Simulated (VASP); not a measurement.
# Au (P6/mmm) in VASP: further runs, part 2 of 2

VASP 6.6.1. Earlier steps stand in the parts before.

## 4. Single point, LDA

Contents of INCAR:

```
PREC     = Accurate       # precision mode
ENCUT    = 500            # plane-wave cutoff, eV
EDIFF    = 1E-6           # SCF threshold, eV
ISMEAR   = -1             # smearing method
SIGMA    = 0.1            # smearing width, eV
LREAL    = False          # projectors in reciprocal space
LASPH    = True           # aspherical terms in the spheres
NELM     = 120            # most SCF steps
ALGO     = Normal         # electronic algorithm
ISIF     = 2              # what is computed and relaxed
LWAVE    = False          # write WAVECAR
LCHARG   = False          # write CHGCAR
GGA      = CA             # functional
NBANDS   = 16             # bands
GGA_COMPAT= False
```

Contents of KPOINTS:

```
regular mesh
0
Gamma
  16 16 15
```

Contents of POSCAR:

```
Au
1.0
    2.6638763739      0.0000000000      0.0000000000
   -1.3319381869      2.3069846123      0.0000000000
    0.0000000000      0.0000000000      2.6161614327
Au
1
Direct
    0.0000000000      0.0000000000      0.0000000000
```

Potentials or basis: VASP PAW LDA potentials, release 64 (Au_sv_GW).

Started as:

```
> cat potpaw_LDA.64/Au_sv_GW/POTCAR > POTCAR
> mpirun -np 1 vasp_std > vasp.out
```

OUTCAR:

```text
PREC = Accurate
   ENCUT = 500
   EDIFF = 1E-6
   ISMEAR = -1
   LREAL = False
   LASPH = True
   NELM = 120
   ISIF = 2
   GGA = CA

 ion  position               nearest neighbor table
   1  0.000  0.000  0.000-

  LATTYP: Found a hexagonal cell.
 ALAT       =     2.6638763739
 C/A-ratio  =     0.9820881548

  Lattice vectors:

 A1 = (   2.6638763739,   0.0000000000,   0.0000000000)
 A2 = (  -1.3319381869,   2.3069846123,   0.0000000000)
 A3 = (   0.0000000000,   0.0000000000,   2.6161614327)

Analysis of symmetry for initial positions (statically):
=====================================================================
 Subroutine PRICEL returns:
 Original cell was already a primitive cell.

 Routine SETGRP: Setting up the symmetry group for a
 hexagonal supercell.

 Subroutine GETGRP returns: Found 24 space group operations
 (whereof 24 operations were pure point group operations)
 out of a pool of 24 trial point group operations.
[... 155 lines left out ...]
  ext. energy  EPLUGINS =         0.00000000
  ---------------------------------------------------
  free energy    TOTEN  =        -3.56644467 eV

  energy without entropy =       -3.55892932  energy(sigma->0) =       -3.56268699

 E-fermi :   9.3138     XC(G=0): -13.9590

 val. band max:        9.2494598805   @ k =   0.4375   0.0000   0.2000
 cond. band min:       9.3350914361   @ k =   0.1250   0.0625   0.4667
 fundamental gap:      0.0856315555
 Fermi energy:         9.3138400263

 k-point     1 :       0.0000    0.0000    0.0000
  band No.  band energies     occupation
      1     -96.0847      2.00000
      2     -47.5432      2.00000
      3     -47.5432      2.00000
      4     -47.4959      2.00000
      5      -1.0819      2.00000
      6       1.8196      2.00000
[... 433 lines left out ...]
      3     -47.6863      2.00000
      4     -47.4542      2.00000
      5       2.3222      2.00000
      6       2.7905      2.00000
[... 8 lines left out ...]
     15      33.4162      0.00000
     16      35.7265      0.00000

 [... further k-points ...]

------------------------ aborting loop because EDIFF is reached ----------------------------------------

  FORCE on cell =-STRESS in cart. coord.  units (eV):
  Direction    XX          YY          ZZ          XY          YZ          ZX
  --------------------------------------------------------------------------------------
  -------------------------------------------------------------------------------------
  Total        2.2410840      2.2410840      2.1896502      0.0000000     -0.0000000      0.0000000
  in kB      223.3291556    223.3291556    218.2036523      0.0000000     -0.0000000      0.0000000
  external PRESSURE =     221.6206545 kB  Pullay stress =       0.0000000 kB

 VOLUME and BASIS-vectors are now :
 -----------------------------------------------------------------------------
  energy-cutoff  :      500.00
  volume of cell :       16.08
      direct lattice vectors                 reciprocal lattice vectors
     2.663876374  0.000000000  0.000000000     0.375392796  0.216733132  0.000000000
    -1.331938187  2.306984612  0.000000000     0.000000000  0.433466264  0.000000000
     0.000000000  0.000000000  2.616161433     0.000000000  0.000000000  0.382239409

 POSITION                                       TOTAL-FORCE (eV/Angst)
 -----------------------------------------------------------------------------------
      0.00000      0.00000      0.00000         0.000000      0.000000      0.000000
 -----------------------------------------------------------------------------------
    total drift:                               -0.000000      0.000000     -0.000000

  FREE ENERGIE OF THE ION-ELECTRON SYSTEM (eV)
  ---------------------------------------------------
  free  energy   TOTEN  =        -3.5664446702 eV

  energy  without entropy=       -3.5589293179  energy(sigma->0) =       -3.56268699
```

stdout:

```text
POSCAR found type information on POSCAR Au
 POSCAR found :  1 types and       1 ions
 scaLAPACK will be used
 LDA part: xc-table for (Slater(with rela. corr.)+CA(PZ))
 , standard interpolation
 POSCAR, INCAR and KPOINTS ok, starting setup
 FFT: planning ... GRIDC
 FFT: planning ... GRID_SOFT
 FFT: planning ... GRID
 WAVECAR not read
 entering main loop
```

Wall time 28 s (1 thread of AMD EPYC 9R45 (Zen 5), shared host); peak memory 0.14 GiB.

What came out:

```
Free energy : -3.5664 eV
Pressure    : 22.2 GPa
```

Caveat: spin-orbit coupling is left out, which moves the levels of the heavy elements.
